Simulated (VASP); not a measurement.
# PbO (P4/nmm) in VASP: further runs

Runs on PbO. Level: PBE+D3(BJ). Tasks: single point.

All numbers are computed with VASP 6.6.1; they aren't measurements. Logs are shortened: lines on timing, memory, paths and dates and some standing lists are left out, and cuts for length are marked.

## (1) The cell of the first run

Symmetry: P4/nmm, No. 129, tetragonal system. The conventional cell has a = 3.776 Å, b = 3.776 Å, c = 5.273 Å, α = 90.00°, β = 90.00°, γ = 90.00°. Within 3.0 Å of Pb (site symmetry 4mm) lie 4 O at 2.26 Å. O (site symmetry -4m2) has 4 Pb at 2.26 Å and 4 O at 2.67 Å within 3.0 Å.

## (2) Single point, PBE+D3(BJ) (strain -0.050 along x and y, +0.050 along z)

Contents of INCAR:

```
PREC = Accurate
ENCUT = 520
EDIFF = 1E-7
ISMEAR = 0
SIGMA = 0.05
LREAL = F
LASPH = T
NELM = 100
ALGO = Normal
ISIF = 2
LWAVE = F
LCHARG = F
GGA = PE
IVDW = 12
NBANDS = 28
```

Contents of KPOINTS:

```
regular mesh
0
Gamma
  8 8 6
```

Contents of POSCAR:

```
PbO
1.0
    3.7756800000      0.0000000000      0.0000000000
    0.0000000000      3.7756800000      0.0000000000
    0.0000000000      0.0000000000      5.2731000000
Pb O
2 2
Direct
    0.0000000000      0.5000000000      0.2351000000
    0.5000000000      0.0000000000      0.7649000000
    0.0000000000      0.0000000000      0.0000000000
    0.5000000000      0.5000000000      0.0000000000
```

Potentials or basis: VASP PAW PBE potentials, release 64 (Pb_d, O).

On the command line:

```
cat potpaw_PBE.64/Pb_d/POTCAR potpaw_PBE.64/O/POTCAR > POTCAR
mpirun -np 1 vasp_std > vasp.out
```

OUTCAR:

```text
PREC = Accurate
   ENCUT = 520
   EDIFF = 1E-7
   ISMEAR = 0
   LREAL = F
   LASPH = T
   NELM = 100
   ISIF = 2
   GGA = PE
   IVDW = 12
 IVDW          = 12

 ion  position               nearest neighbor table
   1  0.000  0.500  0.235-   3 2.26   4 2.26   3 2.26   4 2.26   2 3.64   2 3.64   2 3.64   2 3.64
                             2 3.86   2 3.86   2 3.86   2 3.86
   2  0.500  0.000  0.765-   3 2.26   4 2.26   4 2.26   3 2.26   1 3.64   1 3.64   1 3.64   1 3.64
                             1 3.86   1 3.86   1 3.86   1 3.86
   3  0.000  0.000  0.000-   1 2.26   2 2.26   1 2.26   2 2.26
   4  0.500  0.500  0.000-   1 2.26   2 2.26   2 2.26   1 2.26

  LATTYP: Found a simple tetragonal cell.
 ALAT       =     3.7756800000
 C/A-ratio  =     1.3965961098

  Lattice vectors:

 A1 = (   3.7756800000,   0.0000000000,   0.0000000000)
 A2 = (   0.0000000000,   3.7756800000,   0.0000000000)
 A3 = (   0.0000000000,   0.0000000000,   5.2731000000)

Analysis of symmetry for initial positions (statically):
=====================================================================
 Subroutine PRICEL returns:
 Original cell was already a primitive cell.

 Routine SETGRP: Setting up the symmetry group for a
 simple tetragonal supercell.

 Subroutine GETGRP returns: Found 16 space group operations
 (whereof  8 operations were pure point group operations)
 out of a pool of 16 trial point group operations.

The static configuration has the point symmetry D_2d.
 The point group associated with its full space group is D_4h.

Analysis of symmetry for dynamics (positions and initial velocities):
=====================================================================
 Subroutine PRICEL returns:
 Original cell was already a primitive cell.

 Routine SETGRP: Setting up the symmetry group for a
 simple tetragonal supercell.

 Subroutine GETGRP returns: Found 16 space group operations
 (whereof  8 operations were pure point group operations)
 out of a pool of 16 trial point group operations.

The dynamic configuration has the point symmetry D_2d.
 The point group associated with its full space group is D_4h.

 Subroutine INISYM returns: Found 16 space group operations
 (whereof  8 operations are pure point group operations),
 and found     1 'primitive' translations

----------------------------------------------------------------------------------------

                                     Primitive cell

  volume of cell :      75.1720

  direct lattice vectors                    reciprocal lattice vectors
     3.775680000  0.000000000  0.000000000     0.264852954  0.000000000  0.000000000
     0.000000000  3.775680000  0.000000000     0.000000000  0.264852954  0.000000000
     0.000000000  0.000000000  5.273100000     0.000000000  0.000000000  0.189641767

  length of vectors
     3.775680000  3.775680000  5.273100000     0.264852954  0.264852954  0.189641767

  position of ions in fractional coordinates (direct lattice)
     0.000000000  0.500000000  0.235100000
     0.500000000  0.000000000  0.764900000
     0.000000000  0.000000000  0.000000000
     0.500000000  0.500000000  0.000000000

  ion indices of the primitive-cell ions
   primitive index   ion index
                 1           1
                 2           2
                 3           3
                 4           4

----------------------------------------------------------------------------------------

 KPOINTS: regular mesh

Automatic generation of k-mesh.
 Grid dimensions read from file:
 generate k-points for:    8    8    6

 Generating k-lattice:

  Cartesian coordinates                     Fractional coordinates (reciprocal lattice)
     0.033106619  0.000000000  0.000000000     0.125000000  0.000000000  0.000000000
     0.000000000  0.033106619  0.000000000     0.000000000  0.125000000  0.000000000
     0.000000000  0.000000000  0.031606961     0.000000000  0.000000000  0.166666667

  Length of vectors
     0.033106619  0.033106619  0.031606961

  Shift w.r.t. Gamma in fractional coordinates (k-lattice)
     0.000000000  0.000000000  0.000000000

 Subroutine IBZKPT returns following result:
 ===========================================

 Found     60 irreducible k-points:

 Following reciprocal coordinates:
            Coordinates               Weight
  0.000000  0.000000  0.000000      1.000000
  0.125000  0.000000  0.000000      4.000000
  0.250000  0.000000  0.000000      4.000000
  0.375000  0.000000  0.000000      4.000000
  0.500000  0.000000  0.000000      2.000000
  0.125000  0.125000  0.000000      4.000000
[... 16 lines left out ...]
  0.375000  0.125000  0.166667     16.000000
  0.500000  0.125000  0.166667      8.000000
 [... further k-points ...]
   k-points           NKPTS =     60   k-points in BZ     NKDIM =     60   number of bands    NBANDS=     28
   number of dos      NEDOS =    301   number of ions     NIONS =      4
   total plane-waves  NPLWV =  31360
   dimension x,y,z NGX =    28 NGY =   28 NGZ =   40
   dimension x,y,z NGXF=    56 NGYF=   56 NGZF=   80
   ions per type =               2   2
   NGX,Y,Z   is equivalent  to a cutoff of  12.33, 12.33, 12.61 a.u.
   NGXF,Y,Z  is equivalent  to a cutoff of  24.66, 24.66, 25.22 a.u.
 SYSTEM =  unknown system
   PREC   = accura    normal or accurate (medium, high low for compatibility)
   ISTART =      0    job   : 0-new  1-cont  2-samecut
   ICHARG =      2    charge: 1-file 2-atom 10-const
   ISPIN  =      1    spin polarized calculation?
   LNONCOLLINEAR =      F non collinear calculations
   LSORBIT =      F    spin-orbit coupling
   LASPH  =      T    aspherical Exc in radial PAW
   ENCUT  =  520.0 eV  38.22 Ry    6.18 a.u.   7.02  7.02  9.80*2*pi/ulx,y,z
   NELM   =    100;   NELMIN=  2; NELMDL= -5     # of ELM steps
   EDIFF  = 0.1E-06   stopping-criterion for ELM
   LREAL  =      F    real-space projection
   EDIFFG = 0.1E-05   stopping-criterion for IOM
   NSW    =      0    number of steps for IOM
   IBRION =     -1    ionic relax: 0-MD 1-quasi-New 2-CG
   NFREE  =      0    steps in history (QN), initial steepest desc. (CG)
   ISIF   =      2    stress and relaxation
   ISYM   =      2    0-nonsym 1-usesym 2-fastsym
   POTIM  = 0.5000    time-step for ionic-motion
   TEBEG  =    0.0;   TEEND  =   0.0 temperature during run
   PSTRESS=    0.0 pullay stress
   NELECT =      40.0000    total number of electrons
   NUPDOWN=      -1.0000    fix difference up-down
   EMIN   =  10.00;   EMAX   =-10.00  energy-range for DOS
   EFERMI =   0.00;   METHOD = LEGACY
   ISMEAR =     0;   SIGMA  =   0.05  broadening in eV -4-tet -1-fermi 0-gaus
   EFERMI_NEDOS =   21; number of points for ismear=-14 and -15
   IALGO  =     38    algorithm
   IMIX   =      4    mixing-type and parameters
     AMIX     =   0.40;   BMIX     =  1.00
     AMIX_MAG =   1.60;   BMIX_MAG =  1.00
  volume/ion in A,a.u.               =      18.79       126.82
  Fermi-wavevector in a.u.,A,eV,Ry     =   1.326608  2.506926 23.944751  1.759890
  Thomas-Fermi vector in A             =   2.455982
   LORBIT       =      0    0 simple, 1 ext, 2 COOP (PROOUT), +10 PAW based schemes
   GGA     = PE    functional components
   LHFCALC =     F    Hartree Fock is set to
   AEXX    =    0.0000 exact exchange contribution
   IVDW    =    12    specifies the selected vdW correction
   LEPSILON=     F    determine dielectric tensor
   LRPA    =     F    only Hartree local field effects (RPA)
 non-spin polarized calculation
 Gauss-broadening in eV      SIGMA  =   0.05
  energy-cutoff  :      520.00
  volume of cell :       75.17
 maximum number of plane-waves:      2040
   NGX = 15   NGY = 15   NGZ = 19

 number of electron      40.0000001 magnetization

 Free energy of the ion-electron system (eV)
  ---------------------------------------------------
  ext. energy  EPLUGINS =         0.00000000
  ---------------------------------------------------
  free energy    TOTEN  =       -21.06897741 eV

  energy without entropy =      -21.06897741  energy(sigma->0) =      -21.06897741

 E-fermi :   6.3987     XC(G=0): -10.0950

 val. band max:        6.1056397749   @ k =   0.0000   0.0000   0.0000
 cond. band min:       7.0250713213   @ k =   0.5000   0.5000   0.0000
 fundamental gap:      0.9194315464
 Fermi energy:         6.3986817133

 k-point     1 :       0.0000    0.0000    0.0000
  band No.  band energies     occupation
      1     -13.2852      2.00000
      2     -12.3650      2.00000
      3     -10.2854      2.00000
      4     -10.2810      2.00000
      5     -10.2810      2.00000
      6     -10.1900      2.00000
[... 20 lines left out ...]
     27      13.5931      0.00000
     28      14.1691      0.00000

 k-point     2 :       0.1250    0.0000    0.0000
  band No.  band energies     occupation
      1     -13.2387      2.00000
      2     -12.3914      2.00000
      3     -10.2771      2.00000
      4     -10.2723      2.00000
      5     -10.2688      2.00000
      6     -10.1725      2.00000
[... 20 lines left out ...]
     27      13.9040      0.00000
     28      15.5020      0.00000

 k-point     3 :       0.2500    0.0000    0.0000
  band No.  band energies     occupation
      1     -13.1136      2.00000
      2     -12.4716      2.00000
      3     -10.2621      2.00000
      4     -10.2485      2.00000
      5     -10.2283      2.00000
      6     -10.1242      2.00000
[... 20 lines left out ...]
     27      14.2389      0.00000
     28      17.6694      0.00000

 k-point     4 :       0.3750    0.0000    0.0000
  band No.  band energies     occupation
      1     -12.9442      2.00000
      2     -12.6011      2.00000
      3     -10.2365      2.00000
      4     -10.2158      2.00000
      5     -10.2030      2.00000
      6     -10.1500      2.00000
[... 578 lines left out ...]
     27      15.4195      0.00000
     28      16.6962      0.00000

 k-point    23 :       0.3750    0.1250    0.1667
  band No.  band energies     occupation
      1     -12.9246      2.00000
      2     -12.6097      2.00000
      3     -10.2277      2.00000
      4     -10.2110      2.00000
      5     -10.1885      2.00000
      6     -10.1527      2.00000
[... 20 lines left out ...]
     27      15.4371      0.00000
     28      15.9910      0.00000

 k-point    24 :       0.5000    0.1250    0.1667
  band No.  band energies     occupation
      1     -12.7610      2.00000
      2     -12.7610      2.00000
      3     -10.2060      2.00000
      4     -10.2060      2.00000
      5     -10.1771      2.00000
      6     -10.1771      2.00000
[... 20 lines left out ...]
     27      15.6244      0.00000
     28      15.6244      0.00000

 [... further k-points ...]

------------------------ aborting loop because EDIFF is reached ----------------------------------------

 Edisp (eV)   -1.01073

 E8    (eV) :    -0.4624

  FORCE on cell =-STRESS in cart. coord.  units (eV):
  Direction    XX          YY          ZZ          XY          YZ          ZX
  --------------------------------------------------------------------------------------
  -------------------------------------------------------------------------------------
  Total       5.60231     5.60231     2.26795     0.00000    -0.00000     0.00000
  in kB     119.40464   119.40464    48.33796     0.00000    -0.00000     0.00000
  external pressure =       95.72 kB  Pullay stress =        0.00 kB

 VOLUME and BASIS-vectors are now :
 -----------------------------------------------------------------------------
  energy-cutoff  :      520.00
  volume of cell :       75.17
      direct lattice vectors                 reciprocal lattice vectors
     3.775680000  0.000000000  0.000000000     0.264852954  0.000000000  0.000000000
     0.000000000  3.775680000  0.000000000     0.000000000  0.264852954  0.000000000
     0.000000000  0.000000000  5.273100000     0.000000000  0.000000000  0.189641767

 POSITION                                       TOTAL-FORCE (eV/Angst)
 -----------------------------------------------------------------------------------
      0.00000      1.88784      1.23971        -0.000000     -0.000000      0.871254
      1.88784      0.00000      4.03339         0.000000      0.000000     -0.871254
      0.00000      0.00000      0.00000         0.000000      0.000000     -0.000000
      1.88784      1.88784      0.00000         0.000000      0.000000     -0.000000
 -----------------------------------------------------------------------------------
    total drift:                                0.000000      0.000000     -0.000000

  FREE ENERGIE OF THE ION-ELECTRON SYSTEM (eV)
  ---------------------------------------------------
  free  energy   TOTEN  =       -22.0797090133 eV

  energy  without entropy=      -22.0797090133  energy(sigma->0) =      -22.07970901
```

Run time: 66 s. Hardware: 1 thread of AMD EPYC 9R45 (Zen 5), shared host; peak memory 0.22 GiB.

What came out:

```
Free energy                : -22.0797 eV
Pressure                   : 9.6 GPa
Largest force              : 0.871 eV/Å
Band gap on the k mesh     : 0.92 eV (least direct gap 2.17 eV)
Dispersion energy per atom : -0.253 eV
```

Forces on the atoms (eV/Å):
```
Pb   0.000  0.000  0.871
Pb   0.000  0.000 -0.871
O    0.000  0.000  0.000
O    0.000  0.000  0.000
```

Levels at points of the mesh, in eV from the valence-band top:
| k point | band 17 | band 18 | band 19 | band 20 | band 21 | band 22 | band 23 | band 24 |
| --- | --- | --- | --- | --- | --- | --- | --- | --- |
| (0.00, 0.00, 0.00) | -2.22 | -1.87 | -1.87 | 0.00 | 2.47 | 5.14 | 5.83 | 5.83 |
| (0.50, 0.00, 0.00) | -3.41 | -3.41 | -2.27 | -2.27 | 3.04 | 3.04 | 6.68 | 6.68 |
| (0.50, 0.50, 0.00) | -2.19 | -2.19 | -1.25 | -1.25 | 0.92 | 0.92 | 4.85 | 4.85 |
| (0.00, 0.00, 0.50) | -2.23 | -1.93 | -1.90 | -1.90 | 2.43 | 4.11 | 4.11 | 4.86 |
| (0.50, 0.00, 0.50) | -3.39 | -3.39 | -1.55 | -1.55 | 2.63 | 2.63 | 6.72 | 6.72 |
| (0.50, 0.50, 0.50) | -2.59 | -2.59 | -1.25 | -1.25 | 3.05 | 3.05 | 4.18 | 4.18 |

Caveat: the cell differs from its parent crystal (strain -0.050 along x and y, +0.050 along z); the cell stands under pressure; spin-orbit coupling is left out, which moves the levels of the heavy elements. A k mesh can miss the band edges.

## (3) Single point, PBE+D3(BJ) (strain +0.000 along x and y, -0.050 along z)

Contents of INCAR:

```
  PREC = Accurate
  ENCUT = 520
  EDIFF = 1E-7
  ISMEAR = 0
  SIGMA = 0.05
  LREAL = F
  LASPH = T
  NELM = 60
  ALGO = Normal
  ISIF = 2
  LWAVE = F
  LCHARG = T
  GGA = PE
  IVDW = 12
  LELF = T
  LVHAR = T
  NBANDS = 28
```

KPOINTS is that of step 2.

Contents of POSCAR:

```
PbO
1.0
    3.9744000000      0.0000000000      0.0000000000
    0.0000000000      3.9744000000      0.0000000000
    0.0000000000      0.0000000000      4.7709000000
Pb O
2 2
Direct
    0.0000000000      0.5000000000      0.2351000000
    0.5000000000      0.0000000000      0.7649000000
    0.0000000000      0.0000000000      0.0000000000
    0.5000000000      0.5000000000      0.0000000000
```

Potentials or basis: VASP PAW PBE potentials, release 64 (Pb_d, O).

On the command line:

```
cat potpaw_PBE.64/Pb_d/POTCAR potpaw_PBE.64/O/POTCAR > POTCAR
mpirun -np 1 vasp_std > vasp.out
```

Wall time 73 s (1 thread of AMD EPYC 9R45 (Zen 5), shared host); peak memory 0.22 GiB.

The run converged. Its results:

```
Free energy                : -22.2441 eV
Pressure                   : 7.5 GPa
Largest force              : 1.398 eV/Å
Band gap on the k mesh     : 1.29 eV (least direct gap 2.27 eV)
Dispersion energy per atom : -0.252 eV
```

Forces in eV/Å, atoms in the order of the input:
```
Pb   0.000  0.000  1.398
Pb   0.000  0.000 -1.398
O    0.000  0.000  0.000
O    0.000  0.000  0.000
```

Stress tensor (GPa, compression positive):
```
7.51 0.00 0.00
0.00 7.51 0.00
0.00 0.00 7.35
```

Levels at points of the mesh, in eV from the valence-band top:
```tsv
k point	band 17	band 18	band 19	band 20	band 21	band 22	band 23	band 24
(0.00, 0.00, 0.00)	-1.99	-1.99	-1.83	-0.07	2.52	5.74	5.81	5.81
(0.50, 0.00, 0.00)	-3.33	-3.33	-1.62	-1.62	3.68	3.68	6.79	6.79
(0.50, 0.50, 0.00)	-1.48	-1.48	-1.30	-1.30	1.29	1.29	5.64	5.64
(0.00, 0.00, 0.50)	-2.02	-2.02	-1.89	-0.76	1.74	4.05	4.05	4.09
(0.50, 0.00, 0.50)	-3.30	-3.30	-0.93	-0.93	3.30	3.30	6.44	6.44
(0.50, 0.50, 0.50)	-2.23	-2.23	-1.31	-1.31	3.70	3.70	5.18	5.18
```

Caveat: the cell differs from its parent crystal (strain +0.000 along x and y, -0.050 along z); the cell stands under pressure; spin-orbit coupling is left out, which moves the levels of the heavy elements; forces of over 1 eV/Å act on the atoms, so gaps and moduli don't describe the material at rest. A k mesh can miss the band edges.

(Continued in part 2 of 3.)
